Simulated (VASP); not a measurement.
# C: single point with LDA

Crystal: C.

```
C
1.0
     1.22240    0.70575    6.90133
    -1.22240    0.70575    6.90133
     0.00000   -1.41151    6.90133
C
4
Direct
  0.91974 0.91974 0.91974
  0.25305 0.25305 0.25305
  0.74695 0.74695 0.74695
  0.08026 0.08026 0.08026
```

```json
{
  "Program": "VASP 6.6.1",
  "Task": "single point",
  "Functional": "LDA",
  "Potentials or basis": "VASP PAW LDA potentials, release 64 (C)",
  "Cutoff": "520 eV",
  "k mesh": "18 × 18 × 18",
  "Occupations": "gaussian, width 0.01 eV",
  "Spin": "no spin polarisation"
}
```

| Item | Value |
| --- | --- |
| Pressure | 0.8 GPa |

Forces in eV/Å, atoms in the order of the input:
```
C    0.000  0.000  0.001
C    0.000  0.000 -0.002
C    0.000  0.000  0.002
C    0.000  0.000 -0.001
```

Stress tensor (GPa, compression positive):
```
 1.23  0.00  0.00
 0.00  1.23  0.00
 0.00  0.00 -0.15
```

Run time: 24 min on 1 thread of Intel(R) Xeon(R) Platinum 8375C CPU @ 2.90GHz (Ice Lake) (shared host), peak memory 0.45 GiB.
